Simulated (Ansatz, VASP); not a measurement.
# Ba3Hf in VASP and in Ansatz

```
Ba Hf
1.0
     5.58581    0.00000    0.00000
     0.00000    5.58581    0.00000
     0.00000    0.00000    5.58581
Ba Hf
3 1
Cartesian
  0.0000 2.7929 2.7929
  2.7929 0.0000 2.7929
  2.7929 2.7929 0.0000
  0.0000 0.0000 0.0000
```

Alike in both runs: functional PBE; k mesh 8 × 8 × 8; occupations gaussian, width 0.1 eV; no spin polarisation.

Ansatz relaxed the structure, and its values are those at the end. VASP's run is a single point on that final structure, the one shown.

|  | VASP | Ansatz |
| --- | --- | --- |
| version | VASP 6.6.1 | Ansatz 0.2.0 |
| potentials or method | VASP PAW PBE potentials, release 64 (Ba_sv, Hf_pv), cutoff 520 eV | scalar-relativistic, plane waves, PAW |
| valence electrons in the cell | 40 | 56 |

```csv
,VASP,Ansatz,Ansatz less VASP
gap on the k mesh at the Fermi level (eV),none,none,-
pressure (GPa),0.2,0.0,-0.25
```

A gap of «none» marks a metal or a gap that the smearing closes. VASP's potentials hold 40 valence electrons a cell and Ansatz's 56, so a difference there can come from the potentials and not from the codes.

Spin-orbit coupling is off throughout.
